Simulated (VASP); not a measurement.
# Li2Se (Fm-3m) in VASP: notebook

Li2Se is run at these levels: PBEsol; tasks: vibrations by perturbation theory.

All numbers are computed with VASP 6.6.1; they aren't measurements. Logs are shortened: lines on timing, memory, paths and dates and some standing lists are left out, and cuts for length are marked.

## (1) The cell of the first run

It takes space group Fm-3m (No. 225, cubic). The conventional cell has a = 5.761 Å, b = 5.761 Å, c = 5.761 Å, α = 90.00°, β = 90.00°, γ = 90.00°. Li (site symmetry -43m) has 4 Se at 2.49 Å and 6 Li at 2.88 Å within 3.3 Å. Within 3.3 Å of Se (site symmetry m-3m) lie 8 Li at 2.49 Å.

## (2) Vibrations by perturbation theory, PBEsol

Contents of INCAR:

```
SYSTEM = Li2Se
ALGO = Normal ; EDIFF = 1E-8
ENCUT = 750 ; GGA = PS
GGA_COMPAT = .False. ; IBRION = 8
ISIF = 2 ; ISMEAR = 0
LASPH = .True. ; LCHARG = .False.
LEPSILON = .True. ; LREAL = .False.
LWAVE = .False. ; NBANDS = 13
NELM = 120 ; NSW = 1
PREC = Accurate ; SIGMA = 0.01
```

Contents of KPOINTS:

```
k-points
0
Gamma
  8 8 8
  0 0 0
```

Contents of POSCAR:

```
Li2Se
1.0
    0.0000000000      2.8804654002      2.8804654002
    2.8804654002      0.0000000000      2.8804654002
    2.8804654002      2.8804654002      0.0000000000
Li Se
2 1
Direct
    0.2500000000      0.2500000000      0.2500000000
    0.7500000000      0.7500000000      0.7500000000
    0.0000000000      0.0000000000      0.0000000000
```

Potentials or basis: VASP PAW PBE potentials, release 64 (Li_sv, Se).

Command:

```console
cat potpaw_PBE.64/Li_sv/POTCAR potpaw_PBE.64/Se/POTCAR > POTCAR
mpirun -np 1 vasp_std > vasp.out
```

OUTCAR:

```text
SYSTEM = Li2Se
   EDIFF = 1E-8
   ENCUT = 750
   GGA = PS
   IBRION = 8
   ISIF = 2
   ISMEAR = 0
   LASPH = .True.
   LEPSILON = .True.
   LREAL = .False.
   NELM = 120
   NSW = 1
   PREC = Accurate

 ion  position               nearest neighbor table
   1  0.250  0.250  0.250-   3 2.49   3 2.49   3 2.49   3 2.49
   2  0.750  0.750  0.750-   3 2.49   3 2.49   3 2.49   3 2.49
   3  0.000  0.000  0.000-   2 2.49   2 2.49   2 2.49   1 2.49   2 2.49   1 2.49   1 2.49   1 2.49

  LATTYP: Found a face centered cubic cell.
 ALAT       =     5.7609308004

  Lattice vectors:

 A1 = (   0.0000000000,   2.8804654002,   2.8804654002)
 A2 = (   2.8804654002,   0.0000000000,   2.8804654002)
 A3 = (   2.8804654002,   2.8804654002,   0.0000000000)

Analysis of symmetry for initial positions (statically):
=====================================================================
 Subroutine PRICEL returns:
 Original cell was already a primitive cell.

 Routine SETGRP: Setting up the symmetry group for a
 face centered cubic supercell.

 Subroutine GETGRP returns: Found 48 space group operations
 (whereof 48 operations were pure point group operations)
 out of a pool of 48 trial point group operations.

The static configuration has the point symmetry O_h .

Analysis of symmetry for dynamics (positions and initial velocities):
=====================================================================
 Subroutine PRICEL returns:
 Original cell was already a primitive cell.

 Routine SETGRP: Setting up the symmetry group for a
 face centered cubic supercell.

 Subroutine GETGRP returns: Found 48 space group operations
 (whereof 48 operations were pure point group operations)
 out of a pool of 48 trial point group operations.

The dynamic configuration has the point symmetry O_h .

 Subroutine INISYM returns: Found 48 space group operations
 (whereof 48 operations are pure point group operations),
 and found     1 'primitive' translations

----------------------------------------------------------------------------------------

                                     Primitive cell

  volume of cell :      47.7989

  direct lattice vectors                    reciprocal lattice vectors
     0.000000000  2.880465400  2.880465400    -0.173583061  0.173583061  0.173583061
     2.880465400  0.000000000  2.880465400     0.173583061 -0.173583061  0.173583061
     2.880465400  2.880465400  0.000000000     0.173583061  0.173583061 -0.173583061

  length of vectors
     4.073593235  4.073593235  4.073593235     0.300654680  0.300654680  0.300654680

  position of ions in fractional coordinates (direct lattice)
     0.250000000  0.250000000  0.250000000
     0.750000000  0.750000000  0.750000000
     0.000000000  0.000000000  0.000000000

  ion indices of the primitive-cell ions
   primitive index   ion index
                 1           1
                 2           2
                 3           3

----------------------------------------------------------------------------------------

 KPOINTS: k-points

Automatic generation of k-mesh.
 Grid dimensions read from file:
 generate k-points for:    8    8    8

 Generating k-lattice:

[... 542 lines left out ...]

--------------------------------------- Ionic step        2  -------------------------------------------

------------------------ aborting loop because EDIFF is reached ----------------------------------------

--------------------------------------- Ionic step        3  -------------------------------------------

------------------------ aborting loop because EDIFF is reached ----------------------------------------

 PIEZOELECTRIC TENSOR FIELD DIRECTION 3  (e Angst)
 -----------------------------------------------------------------------------
    -0.00008  0.00000  0.00000           (  0.00000  0.00000  0.00000)
     0.00000 -0.00008  0.00000           (  0.00000  0.00000  0.00000)
     0.00000 -0.00000 -0.00154           (  0.00000  0.00000  0.00000)

 PIEZOELECTRIC TENSOR FIELD DIRECTION 3  (C/m^2)
 -----------------------------------------------------------------------------
    -0.00003  0.00000  0.00000
     0.00000 -0.00003  0.00000
     0.00000 -0.00000 -0.00052

[... ionic steps 4 to 9 ...]

--------------------------------------- Ionic step       10  -------------------------------------------

 Free energy of the ion-electron system (eV)
  ---------------------------------------------------
  ---------------------------------------------------
  free energy    TOTEN  =        -0.08639529 eV

  energy without entropy =       -0.08639529

------------------------ aborting loop because EDIFF is reached ----------------------------------------

 INTERNAL STRAIN TENSOR  FOR ION    3  DIRECTION 1   (eV/Angst):
 -----------------------------------------------------------------------------
    -0.00472 -0.00000 -0.00000
    -0.00000  0.00928 -0.00000
     0.00000 -0.00000  0.00928

 MACROSCOPIC STATIC DIELECTRIC TENSOR (including local field effects in DFT)
 ------------------------------------------------------
           4.522160     0.000000    -0.000000
           0.000000     4.522160    -0.000000
           0.000000     0.000000     4.522160
 ------------------------------------------------------

 PIEZOELECTRIC TENSOR (including local field effects)  for field in x, y, z        (e  Angst)
          XX          YY          ZZ          XY          YZ          ZX
  --------------------------------------------------------------------------------
  x     0.00000     0.00000     0.00000     0.00000     0.00000     0.00000
  y     0.00000     0.00000     0.00000     0.00000     0.00000     0.00000
  z     0.00000     0.00000     0.00000     0.00000     0.00000     0.00000

 PIEZOELECTRIC TENSOR (including local field effects)  for field in x, y, z        (C/m^2)
          XX          YY          ZZ          XY          YZ          ZX
  --------------------------------------------------------------------------------
  x     0.00000     0.00000     0.00000     0.00000     0.00000     0.00000
  y     0.00000     0.00000     0.00000     0.00000     0.00000     0.00000
  z     0.00000     0.00000     0.00000     0.00000     0.00000     0.00000

 BORN EFFECTIVE CHARGES (including local field effects) (in |e|, cummulative output)
 ---------------------------------------------------------------------------------
 ion    1
    1     0.89507     0.00000     0.00000
    2     0.00000     0.89507     0.00000
    3     0.00000     0.00000     0.89507
 ion    2
    1     0.89507     0.00000     0.00000
    2     0.00000     0.89507     0.00000
    3     0.00000     0.00000     0.89507
 ion    3
    1    -1.79014     0.00000     0.00000
    2     0.00000    -1.79014    -0.00000
    3     0.00000     0.00000    -1.79014

 INTERNAL STRAIN TENSOR FOR ION    3 for displacements in x,y,z  (eV/Angst):
          X           Y           Z          XY          YZ          ZX
  --------------------------------------------------------------------------------
  x     0.00000     0.00000     0.00000     0.00000     0.00000     0.00000
  y     0.00000     0.00000     0.00000     0.00000     0.00000     0.00000
  z     0.00000     0.00000     0.00000     0.00000     0.00000     0.00000

 SECOND DERIVATIVES (NOT SYMMETRIZED)
 ------------------------------------
               1X          1Y          1Z          2X          2Y          2Z          3X          3Y          3Z
  1X    -3.315424    0.000000    0.000000    0.841449    0.000000    0.000000    2.473976    0.000000    0.000000
  1Y     0.000000   -3.315424    0.000000    0.000000    0.841449    0.000000    0.000000    2.473976    0.000000
  1Z     0.000000    0.000000   -3.315424    0.000000    0.000000    0.841449    0.000000    0.000000    2.473976
  2X     0.841449    0.000000    0.000000   -3.315424    0.000000    0.000000    2.473976    0.000000    0.000000
  2Y     0.000000    0.841449    0.000000    0.000000   -3.315424    0.000000    0.000000    2.473976    0.000000
  2Z     0.000000    0.000000    0.841449    0.000000    0.000000   -3.315424    0.000000    0.000000    2.473976
  3X     2.488168    0.000000    0.000000    2.488168    0.000000    0.000000   -4.976337    0.000000    0.000000
  3Y     0.000000    2.488168    0.000000    0.000000    2.488168    0.000000    0.000000   -4.976337    0.000000
  3Z     0.000000    0.000000    2.488168    0.000000    0.000000    2.488168    0.000000    0.000000   -4.976337

 Eigenvectors and eigenvalues of the dynamical matrix
 ----------------------------------------------------

   1 f  =   12.038575 THz    75.640600 2PiTHz  401.563653 cm-1    49.787525 meV
             X         Y         Z           dx          dy          dz
      1.440233  1.440233  1.440233    -0.230800    0.666349    0.052065
      4.320698  4.320698  4.320698     0.230800   -0.666349   -0.052065
      0.000000  0.000000  0.000000     0.000000    0.000000    0.000000
[... 43 lines left out ...]
   9 f/i=    0.010340 THz     0.064968 2PiTHz    0.344904 cm-1     0.042763 meV
             X         Y         Z           dx          dy          dz
      1.440233  1.440233  1.440233     0.003434    0.012263    0.274950
      4.320698  4.320698  4.320698     0.003434    0.012263    0.274950
      0.000000  0.000000  0.000000     0.011494    0.041041    0.920143

--------------------------------------------------------------------------------------------------------

 MACROSCOPIC STATIC DIELECTRIC TENSOR IONIC CONTRIBUTION
 ------------------------------------------------------
           2.442517     0.000000    -0.000000
           0.000000     2.442517     0.000000
          -0.000000     0.000000     2.442517
 ------------------------------------------------------

 ELASTIC MODULI CONTR FROM IONIC RELAXATION (kBar)
 Direction    XX          YY          ZZ          XY          YZ          ZX
 --------------------------------------------------------------------------------
 XX           0.0000      0.0000      0.0000      0.0000      0.0000      0.0000
 YY           0.0000      0.0000      0.0000      0.0000      0.0000      0.0000
 ZZ           0.0000      0.0000      0.0000      0.0000      0.0000      0.0000
 XY           0.0000      0.0000      0.0000   -113.0216     -0.0000     -0.0000
 YZ           0.0000      0.0000      0.0000     -0.0000   -113.0216      0.0000
 ZX           0.0000      0.0000      0.0000     -0.0000      0.0000   -113.0216
 --------------------------------------------------------------------------------

 PIEZOELECTRIC TENSOR IONIC CONTR  for field in x, y, z        (C/m^2)
          XX          YY          ZZ          XY          YZ          ZX
  --------------------------------------------------------------------------------
  x     0.00000     0.00000     0.00000     0.00000    -0.00000    -0.00000
  y     0.00000     0.00000     0.00000    -0.00000    -0.00000    -0.00000
  z     0.00000     0.00000     0.00000     0.00000     0.00000     0.00000
```

Run time: 24 min. Hardware: 1 thread of Intel Xeon 8259CL, shared host; peak memory 0.42 GiB.

What came out:

```yaml
Electronic_dielectric_tensor_diagonal: 4.52
Born_charges_mean_of_the_diagonal: Li +0.90; Se -1.79 e
Highest_phonon_frequency_at_Γ_LO-TO_splitting_left_out: 402 cm⁻¹
```

Phonon frequencies in cm⁻¹ (negative: imaginary):
```tsv
q point	frequencies
(0.000, 0.000, 0.000)	0 0 0 336 336 336 402 402 402
```

Electronic dielectric tensor:
```
4.52 0.00 0.00
0.00 4.52 0.00
0.00 0.00 4.52
```

Born effective charge tensors (e):
atom 1, Li
```
0.90 0.00 0.00
0.00 0.90 0.00
0.00 0.00 0.90
```
atom 2, Li
```
0.90 0.00 0.00
0.00 0.90 0.00
0.00 0.00 0.90
```
atom 3, Se
```
-1.79  0.00  0.00
 0.00 -1.79  0.00
 0.00  0.00 -1.79
```

Caveat: the cell stands under pressure or tension, which shifts response properties.

(Part 1 of 2 ends here.)
